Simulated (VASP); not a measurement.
# GaAs (F-43m) in VASP: single point with PBE+U

Aim: the single point of GaAs with PBE+U.

All numbers are computed with VASP 6.6.1; they aren't measurements. Logs are shortened: lines on timing, memory, paths and dates and some standing lists are left out, and cuts for length are marked.

### 1 The cell of the first run

The structure is cubic, space group F-43m (No. 216). Conventional cell: a = 5.918 Å, b = 5.918 Å, c = 5.918 Å, α = 90.00°, β = 90.00°, γ = 90.00°. Within 3.4 Å of Ga (site symmetry -43m) lie 4 As at 2.56 Å. As (site symmetry -43m) has 4 Ga at 2.56 Å within 3.4 Å.

### 2 Single point, PBE+U

INCAR

```
PREC = Accurate
ENCUT = 500
EDIFF = 1E-6
ISMEAR = -5
SIGMA = 0.1
LREAL = F
LASPH = T
NELM = 200
ALGO = Normal
ISIF = 2
LWAVE = F
LCHARG = F
LDAU = T
LDAUTYPE = 2
LDAUL = 2 -1
LDAUU = 2.7 0
LDAUJ = 0 0
LDAUPRINT = 1
GGA = PE
NBANDS = 16
GGA_COMPAT = F
```

KPOINTS

```
Automatic mesh
0
Gamma
  4 4 4
```

POSCAR

```
GaAs
1.0
    0.0000000000      2.9588782944      2.9588782944
    2.9588782944      0.0000000000      2.9588782944
    2.9588782944      2.9588782944      0.0000000000
Ga As
1 1
Direct
    0.0000000000      0.0000000000      0.0000000000
    0.2500000000      0.2500000000      0.2500000000
```

Potentials or basis: VASP PAW PBE potentials, release 64 (Ga_d, As).

The run is started by

```bash
> cat potpaw_PBE.64/Ga_d/POTCAR potpaw_PBE.64/As/POTCAR > POTCAR
> mpirun -np 1 vasp_std > vasp.out
```

OUTCAR:

```text
PREC = Accurate
   ENCUT = 500
   EDIFF = 1E-6
   ISMEAR = -5
   LREAL = F
   LASPH = T
   NELM = 200
   ISIF = 2
   GGA = PE

 ion  position               nearest neighbor table
   1  0.000  0.000  0.000-   2 2.56   2 2.56   2 2.56   2 2.56
   2  0.250  0.250  0.250-   1 2.56   1 2.56   1 2.56   1 2.56

  LATTYP: Found a face centered cubic cell.
 ALAT       =     5.9177565888

  Lattice vectors:

 A1 = (   0.0000000000,   2.9588782944,   2.9588782944)
 A2 = (   2.9588782944,   0.0000000000,   2.9588782944)
 A3 = (   2.9588782944,   2.9588782944,   0.0000000000)

Analysis of symmetry for initial positions (statically):
=====================================================================
 Subroutine PRICEL returns:
 Original cell was already a primitive cell.

 Routine SETGRP: Setting up the symmetry group for a
 face centered cubic supercell.

 Subroutine GETGRP returns: Found 24 space group operations
 (whereof 24 operations were pure point group operations)
 out of a pool of 48 trial point group operations.

The static configuration has the point symmetry T_d .

Analysis of symmetry for dynamics (positions and initial velocities):
=====================================================================
 Subroutine PRICEL returns:
 Original cell was already a primitive cell.

 Routine SETGRP: Setting up the symmetry group for a
 face centered cubic supercell.

 Subroutine GETGRP returns: Found 24 space group operations
 (whereof 24 operations were pure point group operations)
 out of a pool of 48 trial point group operations.

The dynamic configuration has the point symmetry T_d .

 Subroutine INISYM returns: Found 24 space group operations
 (whereof 24 operations are pure point group operations),
 and found     1 'primitive' translations

----------------------------------------------------------------------------------------

                                     Primitive cell

  volume of cell :      51.8097

  direct lattice vectors                    reciprocal lattice vectors
     0.000000000  2.958878294  2.958878294    -0.168982956  0.168982956  0.168982956
     2.958878294  0.000000000  2.958878294     0.168982956 -0.168982956  0.168982956
     2.958878294  2.958878294  0.000000000     0.168982956  0.168982956 -0.168982956

  length of vectors
     4.184485813  4.184485813  4.184485813     0.292687065  0.292687065  0.292687065

  position of ions in fractional coordinates (direct lattice)
     0.000000000  0.000000000  0.000000000
     0.250000000  0.250000000  0.250000000

  ion indices of the primitive-cell ions
   primitive index   ion index
                 1           1
                 2           2

----------------------------------------------------------------------------------------

 KPOINTS: Automatic mesh

Automatic generation of k-mesh.
 Grid dimensions read from file:
 generate k-points for:    4    4    4

 Generating k-lattice:

  Cartesian coordinates                     Fractional coordinates (reciprocal lattice)
    -0.042245739  0.042245739  0.042245739     0.250000000  0.000000000  0.000000000
     0.042245739 -0.042245739  0.042245739     0.000000000  0.250000000  0.000000000
     0.042245739  0.042245739 -0.042245739     0.000000000  0.000000000  0.250000000

  Length of vectors
     0.073171766  0.073171766  0.073171766

  Shift w.r.t. Gamma in fractional coordinates (k-lattice)
     0.000000000  0.000000000  0.000000000
[... 20 lines left out ...]
   total plane-waves  NPLWV =  32768
   dimension x,y,z NGX =    32 NGY =   32 NGZ =   32
   dimension x,y,z NGXF=    64 NGYF=   64 NGZF=   64
   ions per type =               1   1
   NGX,Y,Z   is equivalent  to a cutoff of  12.71, 12.71, 12.71 a.u.
   NGXF,Y,Z  is equivalent  to a cutoff of  25.43, 25.43, 25.43 a.u.
 SYSTEM =  unknown system
   PREC   = accura    normal or accurate (medium, high low for compatibility)
   ISTART =      0    job   : 0-new  1-cont  2-samecut
   ICHARG =      2    charge: 1-file 2-atom 10-const
   ISPIN  =      1    spin polarized calculation?
   LNONCOLLINEAR =      F non collinear calculations
   LSORBIT =      F    spin-orbit coupling
   LASPH  =      T    aspherical Exc in radial PAW
   ENCUT  =  500.0 eV  36.75 Ry    6.06 a.u.   7.63  7.63  7.63*2*pi/ulx,y,z
   NELM   =    200;   NELMIN=  2; NELMDL= -5     # of ELM steps
   EDIFF  = 0.1E-05   stopping-criterion for ELM
   LREAL  =      F    real-space projection
   EDIFFG = 0.1E-04   stopping-criterion for IOM
   NSW    =      0    number of steps for IOM
   IBRION =     -1    ionic relax: 0-MD 1-quasi-New 2-CG
   NFREE  =      0    steps in history (QN), initial steepest desc. (CG)
   ISIF   =      2    stress and relaxation
   ISYM   =      2    0-nonsym 1-usesym 2-fastsym
   POTIM  = 0.5000    time-step for ionic-motion
   TEBEG  =    0.0;   TEEND  =   0.0 temperature during run
   PSTRESS=    0.0 pullay stress
   NELECT =      18.0000    total number of electrons
   NUPDOWN=      -1.0000    fix difference up-down
   EMIN   =  10.00;   EMAX   =-10.00  energy-range for DOS
   EFERMI =   0.00;   METHOD = LEGACY
   ISMEAR =    -5;   SIGMA  =   0.10  broadening in eV -4-tet -1-fermi 0-gaus
   EFERMI_NEDOS =   21; number of points for ismear=-14 and -15
   IALGO  =     38    algorithm
   IMIX   =      4    mixing-type and parameters
     AMIX     =   0.40;   BMIX     =  1.00
     AMIX_MAG =   1.60;   BMIX_MAG =  1.00
  volume/ion in A,a.u.               =      25.90       174.81
  Fermi-wavevector in a.u.,A,eV,Ry     =   1.150876  2.174840 18.021131  1.324516
  Thomas-Fermi vector in A             =   2.287537
   LORBIT       =      0    0 simple, 1 ext, 2 COOP (PROOUT), +10 PAW based schemes
 LDA+U is selected, type is set to LDAUTYPE =  2
   angular momentum for each species LDAUL =     2   -1
   U (eV)           for each species LDAUU =   2.7  0.0
   J (eV)           for each species LDAUJ =   0.0  0.0
   GGA     = PE    functional components
   LHFCALC =     F    Hartree Fock is set to
   AEXX    =    0.0000 exact exchange contribution
   IVDW    =     0    specifies the selected vdW correction
   LEPSILON=     F    determine dielectric tensor
   LRPA    =     F    only Hartree local field effects (RPA)
 non-spin polarized calculation
 Fermi weights with tetrahedron method with Bloechl corrections
  energy-cutoff  :      500.00
  volume of cell :       51.81
 maximum number of plane-waves:      1363
 NGX is ok and might be reduce to    32
   NGX = 15   NGY = 15   NGZ = 15

atom =   1  type =  1  l = 2

 onsite density matrix

spin component  1

  1.0036  0.0000  0.0000  0.0000  0.0000
  0.0000  1.0036 -0.0000  0.0000  0.0000
  0.0000 -0.0000  0.9949  0.0000  0.0000
  0.0000  0.0000  0.0000  1.0036 -0.0000
  0.0000  0.0000  0.0000 -0.0000  0.9949

spin component  2

  1.0036  0.0000  0.0000  0.0000  0.0000
  0.0000  1.0036 -0.0000  0.0000  0.0000
  0.0000 -0.0000  0.9949  0.0000  0.0000
  0.0000  0.0000  0.0000  1.0036 -0.0000
  0.0000  0.0000  0.0000 -0.0000  0.9949

 occupancies and eigenvectors

  o =  0.9949  v =  0.0000 -0.0000  0.9878 -0.0000  0.1555  0.0000  0.0000  0.0000  0.0000  0.0000      0.0000  0.0000  0.0000  0.0000  0.0000  0.0000  0.0000  0.0000  0.0000  0.0000
  o =  0.9949  v =  0.0000  0.0000  0.0000  0.0000  0.0000  0.0000 -0.0000  0.9878 -0.0000  0.1555      0.0000  0.0000  0.0000  0.0000  0.0000  0.0000  0.0000  0.0000  0.0000  0.0000
  o =  0.9949  v =  0.0000  0.0000  0.1555  0.0000 -0.9878  0.0000  0.0000  0.0000  0.0000  0.0000      0.0000  0.0000  0.0000  0.0000  0.0000  0.0000  0.0000  0.0000  0.0000  0.0000
  o =  0.9949  v =  0.0000  0.0000  0.0000  0.0000  0.0000  0.0000  0.0000  0.1555  0.0000 -0.9878      0.0000  0.0000  0.0000  0.0000  0.0000  0.0000  0.0000  0.0000  0.0000  0.0000
  o =  1.0036  v =  1.0000  0.0000  0.0000  0.0000  0.0000  0.0000  0.0000  0.0000  0.0000  0.0000      0.0000  0.0000  0.0000  0.0000  0.0000  0.0000  0.0000  0.0000  0.0000  0.0000
  o =  1.0036  v =  0.0000  0.0000  0.0000  0.0000  0.0000  1.0000  0.0000  0.0000  0.0000  0.0000      0.0000  0.0000  0.0000  0.0000  0.0000  0.0000  0.0000  0.0000  0.0000  0.0000
  o =  1.0036  v =  0.0000  0.0000  0.0000  0.0000  0.0000  0.0000  0.9996  0.0000  0.0298  0.0000      0.0000  0.0000  0.0000  0.0000  0.0000  0.0000  0.0000  0.0000  0.0000  0.0000
  o =  1.0036  v =  0.0000  0.9996  0.0000  0.0298  0.0000  0.0000  0.0000  0.0000  0.0000  0.0000      0.0000  0.0000  0.0000  0.0000  0.0000  0.0000  0.0000  0.0000  0.0000  0.0000
  o =  1.0036  v =  0.0000  0.0000  0.0000  0.0000  0.0000  0.0000 -0.0298  0.0000  0.9996  0.0000      0.0000  0.0000  0.0000  0.0000  0.0000  0.0000  0.0000  0.0000  0.0000  0.0000
  o =  1.0036  v =  0.0000 -0.0298  0.0000  0.9996  0.0000  0.0000  0.0000  0.0000  0.0000  0.0000      0.0000  0.0000  0.0000  0.0000  0.0000  0.0000  0.0000  0.0000  0.0000  0.0000

 number of electron      18.0000012 magnetization

 Free energy of the ion-electron system (eV)
  ---------------------------------------------------
  ext. energy  EPLUGINS =         0.00000000
  ---------------------------------------------------
  free energy    TOTEN  =        -8.04516872 eV

  energy without entropy =       -8.04516872  energy(sigma->0) =       -8.04516872

 E-fermi :   2.7252     XC(G=0):  -8.9563

 val. band max:        2.7246195063   @ k =   0.0000   0.0000   0.0000
 cond. band min:       2.7246197022   @ k =   0.0000   0.0000   0.0000
 fundamental gap:      0.0000001959
 Fermi energy:         2.7251558991

 k-point     1 :       0.0000    0.0000    0.0000
  band No.  band energies     occupation
      1     -13.1627      2.00000
      2     -13.1627      2.00000
      3     -13.1627      2.00000
      4     -13.0949      2.00000
      5     -13.0949      2.00000
      6      -9.0373      2.00000
[... 129 lines left out ...]
      3     -13.1379      2.00000
      4     -13.1010      2.00000
      5     -13.0922      2.00000
      6      -7.0886      2.00000
[... 8 lines left out ...]
     15      13.9879      0.00000
     16      15.0686      0.00000

------------------------ aborting loop because EDIFF is reached ----------------------------------------

  FORCE on cell =-STRESS in cart. coord.  units (eV):
  Direction    XX          YY          ZZ          XY          YZ          ZX
  --------------------------------------------------------------------------------------
  -------------------------------------------------------------------------------------
  Total       -1.3658389     -1.3658389     -1.3658389      0.0000000      0.0000000     -0.0000000
  in kB      -42.2375549    -42.2375549    -42.2375549      0.0000000      0.0000000     -0.0000000
  external PRESSURE =     -42.2375549 kB  Pullay stress =       0.0000000 kB

 VOLUME and BASIS-vectors are now :
 -----------------------------------------------------------------------------
  energy-cutoff  :      500.00
  volume of cell :       51.81
      direct lattice vectors                 reciprocal lattice vectors
     0.000000000  2.958878294  2.958878294    -0.168982956  0.168982956  0.168982956
     2.958878294  0.000000000  2.958878294     0.168982956 -0.168982956  0.168982956
     2.958878294  2.958878294  0.000000000     0.168982956  0.168982956 -0.168982956

 POSITION                                       TOTAL-FORCE (eV/Angst)
 -----------------------------------------------------------------------------------
      0.00000      0.00000      0.00000         0.000000     -0.000000      0.000000
      1.47944      1.47944      1.47944        -0.000000      0.000000     -0.000000
 -----------------------------------------------------------------------------------
    total drift:                                0.000000      0.000000      0.000000

  FREE ENERGIE OF THE ION-ELECTRON SYSTEM (eV)
  ---------------------------------------------------
  free  energy   TOTEN  =        -8.0451687158 eV

  energy  without entropy=       -8.0451687158  energy(sigma->0) =       -8.04516872
```

Run time: 4.8 s. Hardware: 1 thread of Intel Xeon 6975P-C (Granite Rapids), shared host; peak memory 0.16 GiB.

What came out:

```yaml
Free_energy: -8.0452 eV
Pressure: -4.2 GPa
Band_gap_on_the_k_mesh: zero (filled and empty bands touch)
```

Eigenvalues of the final occupation matrices:
```tsv
site	spin	trace	eigenvalues
site 1 d	1	5.00	0.99 0.99 1.00 1.00 1.00
site 1 d	2	5.00	0.99 0.99 1.00 1.00 1.00
```

Caveat: the k points lie up to 0.46 Å⁻¹ apart; U without spin polarisation on a metal has little footing; the U is typed as a test and isn't derived for this compound; tetrahedron occupations give inexact forces and stress in metals.
